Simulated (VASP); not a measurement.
# AlN in VASP: a series of runs, part 2 of 2

VASP 6.6.1. Earlier steps stand in the parts before.

### 5 Single point, PBE

This run uses another cell than the first one: it holds 4 atoms, not 2.

INCAR reads:

```
SYSTEM = AlN
PREC = Accurate
ENCUT = 520
EDIFF = 1E-7
ISMEAR = 0
SIGMA = 0.1
LREAL = .False.
LASPH = .True.
NELM = 60
ALGO = Normal
ISIF = 2
LWAVE = .False.
LCHARG = .False.
GGA = PE
NBANDS = 16
```

KPOINTS reads:

```
regular mesh
0
Gamma
  6 6 6
  0 0 0
```

POSCAR reads:

```
AlN
1.0
    0.0001865689      2.0348110818      2.0349465152
    2.0363301032      2.0352357553     -0.0002443282
   -2.0360608665      4.0704356999     -2.0359517334
Al N
2 2
Direct
    0.7500100716      0.7499840620      0.7499993305
    0.2500067269      0.2499998123      0.2500008979
    0.4999888176      0.5000113006      0.4999988526
   -0.0000056162      1.0000048251      1.0000009190
```

Potentials or basis: VASP PAW PBE potentials, release 64 (Al, N).

On the command line:

```
cat potpaw_PBE.64/Al/POTCAR potpaw_PBE.64/N/POTCAR > POTCAR
mpirun -np 1 vasp_std > vasp.out
```

OUTCAR:

```text
SYSTEM = AlN
   PREC = Accurate
   ENCUT = 520
   EDIFF = 1E-7
   ISMEAR = 0
   LREAL = .False.
   LASPH = .True.
   NELM = 60
   ISIF = 2
   GGA = PE

 ion  position               nearest neighbor table
   1  0.750  0.750  0.750-   3 2.04   4 2.04   3 2.04   4 2.04   4 2.04   3 2.04   2 2.88   2 2.88
                             2 2.88   2 2.88   2 2.88   2 2.88
   2  0.250  0.250  0.250-   3 2.04   4 2.04   4 2.04   3 2.04   3 2.04   4 2.04   1 2.88   1 2.88
                             1 2.88   1 2.88   1 2.88   1 2.88
   3  0.500  0.500  0.500-   2 2.04   1 2.04   1 2.04   2 2.04   2 2.04   1 2.04
   4  1.000  0.000  0.000-   2 2.04   1 2.04   2 2.04   1 2.04   1 2.04   2 2.04

  Warning from LATTYP: Got some problem with cell dimensions!
  Tried to take original basis but could not verify dimensions!
  LATTYP: Found a triclinic cell.
 ALAT       =     2.8777532023
 B/A-ratio  =     1.0003874741
 C/A-ratio  =     1.7325631310
 COS(alpha) =     0.0000301829
 COS(beta)  =     0.2884784812
 COS(gamma) =     0.4997494566

  Lattice vectors:

 A1 = (  -0.0001865689,  -2.0348110818,  -2.0349465152)
 A2 = (   2.0361435343,   0.0004246735,  -2.0351908434)
 A3 = (   2.0360608665,  -4.0704356999,   2.0359517334)

Analysis of symmetry for initial positions (statically):
=====================================================================
 Subroutine PRICEL returns:
 Original cell was already a primitive cell.

 Routine SETGRP: Setting up the symmetry group for a
 triclinic supercell.

 Subroutine GETGRP returns: Found  1 space group operations
 (whereof  1 operations were pure point group operations)
 out of a pool of  2 trial point group operations.

The static configuration has the point symmetry C_1 .

Analysis of symmetry for dynamics (positions and initial velocities):
=====================================================================
 Subroutine PRICEL returns:
 Original cell was already a primitive cell.

 Routine SETGRP: Setting up the symmetry group for a
 triclinic supercell.

 Subroutine GETGRP returns: Found  1 space group operations
 (whereof  1 operations were pure point group operations)
[... 130 lines left out ...]
   LORBIT       =      0    0 simple, 1 ext, 2 COOP (PROOUT), +10 PAW based schemes
   GGA     = PE    functional components
   LHFCALC =     F    Hartree Fock is set to
   AEXX    =    0.0000 exact exchange contribution
   IVDW    =     0    specifies the selected vdW correction
   LEPSILON=     F    determine dielectric tensor
   LRPA    =     F    only Hartree local field effects (RPA)
 non-spin polarized calculation
 Gauss-broadening in eV      SIGMA  =   0.10
  energy-cutoff  :      520.00
  volume of cell :       33.74
 maximum number of plane-waves:       930
 NGX is ok and might be reduce to    24

 number of electron      15.9999999 magnetization

 Free energy of the ion-electron system (eV)
  ---------------------------------------------------
  ext. energy  EPLUGINS =         0.00000000
  ---------------------------------------------------
  free energy    TOTEN  =       -29.08662119 eV

  energy without entropy =      -29.08662119  energy(sigma->0) =      -29.08662119

 E-fermi :  10.2158     XC(G=0): -12.1891

 val. band max:        9.7039449648   @ k =   0.0000   0.0000   0.0000
 cond. band min:      14.1065507370   @ k =   0.5000   0.5000   0.0000
 fundamental gap:      4.4026057722
 Fermi energy:        10.2157810863

 k-point     1 :       0.0000    0.0000    0.0000
  band No.  band energies     occupation
      1      -7.6670      2.00000
      2      -4.4883      2.00000
      3       1.5259      2.00000
      4       8.6609      2.00000
      5       8.6650      2.00000
      6       9.6977      2.00000
[... 433 lines left out ...]
      3       2.2800      2.00000
      4       3.1220      2.00000
      5       5.7786      2.00000
      6       7.0034      2.00000
[... 8 lines left out ...]
     15      22.2661      0.00000
     16      24.8448      0.00000

 [... further k-points ...]

------------------------ aborting loop because EDIFF is reached ----------------------------------------

  FORCE on cell =-STRESS in cart. coord.  units (eV):
  Direction    XX          YY          ZZ          XY          YZ          ZX
  --------------------------------------------------------------------------------------
  -------------------------------------------------------------------------------------
  Total       -0.0952433     -0.0664915     -0.0701887     -0.0012384      0.0256857     -0.0104109
  in kB       -4.5232580     -3.1577882     -3.3333734     -0.0588123      1.2198576     -0.4944314
  external PRESSURE =      -3.6714732 kB  Pullay stress =       0.0000000 kB

 VOLUME and BASIS-vectors are now :
 -----------------------------------------------------------------------------
  energy-cutoff  :      520.00
  volume of cell :       33.74
      direct lattice vectors                 reciprocal lattice vectors
     0.000186569  2.034811082  2.034946515    -0.122796016  0.122906284  0.368526561
     2.036330103  2.035235755 -0.000244328     0.368327410  0.122803363 -0.122828959
    -2.036060867  4.070435700 -2.035951733    -0.122779589  0.122830864 -0.122811433

 POSITION                                       TOTAL-FORCE (eV/Angst)
 -----------------------------------------------------------------------------------
      0.00031      6.10535     -0.00092         0.000260      0.000193     -0.000338
      0.00011      2.03514     -0.00030         0.000172     -0.000223     -0.000103
      0.00025      4.07024     -0.00065        -0.000348      0.000097      0.000204
      0.00019      2.03481      2.03493        -0.000084     -0.000067      0.000237
 -----------------------------------------------------------------------------------
    total drift:                                0.000000      0.000000     -0.000001

  FREE ENERGIE OF THE ION-ELECTRON SYSTEM (eV)
  ---------------------------------------------------
  free  energy   TOTEN  =       -29.0866211940 eV

  energy  without entropy=      -29.0866211940  energy(sigma->0) =      -29.08662119
```

OSZICAR:

```text
N       E                     dE             d eps       ncg     rms          rms(c)
DAV:   1     0.329963618325E+02    0.32996E+02   -0.72879E+03  3592   0.917E+02
DAV:   2    -0.299363781739E+02   -0.62933E+02   -0.57521E+02  5056   0.181E+02
DAV:   3    -0.325329628595E+02   -0.25966E+01   -0.25871E+01  4504   0.366E+01
DAV:   4    -0.325445820797E+02   -0.11619E-01   -0.11619E-01  4384   0.277E+00
DAV:   5    -0.325446906647E+02   -0.10859E-03   -0.10858E-03  4544   0.279E-01    0.106E+01
DAV:   6    -0.291055306130E+02    0.34392E+01   -0.68699E+00  4400   0.199E+01    0.361E+00
DAV:   7    -0.290998725522E+02    0.56581E-02   -0.53716E-01  3856   0.541E+00    0.261E+00
DAV:   8    -0.290897911255E+02    0.10081E-01   -0.40752E-02  3832   0.178E+00    0.530E-01
DAV:   9    -0.290864843008E+02    0.33068E-02   -0.64719E-03  4480   0.657E-01    0.209E-01
DAV:  10    -0.290867153406E+02   -0.23104E-03   -0.13170E-03  4424   0.246E-01    0.131E-01
DAV:  11    -0.290866208042E+02    0.94536E-04   -0.21265E-04  4464   0.112E-01    0.221E-02
DAV:  12    -0.290866212466E+02   -0.44239E-06   -0.94321E-06  4144   0.242E-02    0.374E-03
DAV:  13    -0.290866211940E+02    0.52608E-07   -0.43026E-07  4552   0.522E-03
   1 F= -.29086621E+02 E0= -.29086621E+02  d E =-.253641E-14
```

Run time: 48 s. Hardware: 1 thread of Intel Xeon Platinum 8259CL at 2.50GHz (Skylake/Cascade Lake), shared host; peak memory 0.18 GiB.

What came out:

| Quantity | Value |
| --- | --- |
| Free energy | -29.0866 eV |
| Pressure | -0.4 GPa |
| Band gap on the k mesh | 4.40 eV |

Caveat: the k points lie up to 0.43 Å⁻¹ apart.

### 6 Overview

| task | cell | k mesh | cutoff (eV) | smearing | gap on the mesh (eV) | pressure (GPa) |
| --- | --- | --- | --- | --- | --- | --- |
| single point | a = 2.878 Å, angles 60.0°, 2 atoms, atomic positions A | 10 × 10 × 10 | 520 | gaussian 0.02 eV | 4.41 | -0.3 |
| single point | a = 2.878, b = 2.878, c = 4.985 Å, angles 73.2, 73.2, 60.0°, 4 atoms, atomic positions B | 6 × 6 × 6 | 520 | gaussian 0.1 eV | 4.41 | -0.3 |
| relaxation of cell and atoms | relaxed from a = 2.878 Å, angles 60.0°, 2 atoms, atomic positions A | 10 × 10 × 10 | 600 | gaussian 0.02 eV | 4.43 | 0.0 |
| single point | a = 2.878, b = 2.879, c = 4.986 Å, angles 73.2, 73.2, 60.0°, 4 atoms, atomic positions B | 6 × 6 × 6 | 520 | gaussian 0.1 eV | 4.40 | -0.4 |

Alike in all rows: level PBE; potentials or basis VASP PAW PBE potentials, release 64 (Al, N); no spin polarisation.

Caveats: some runs use coarse meshes.

Total energies depend on the potentials used, so only differences within one code and one set of settings carry meaning.
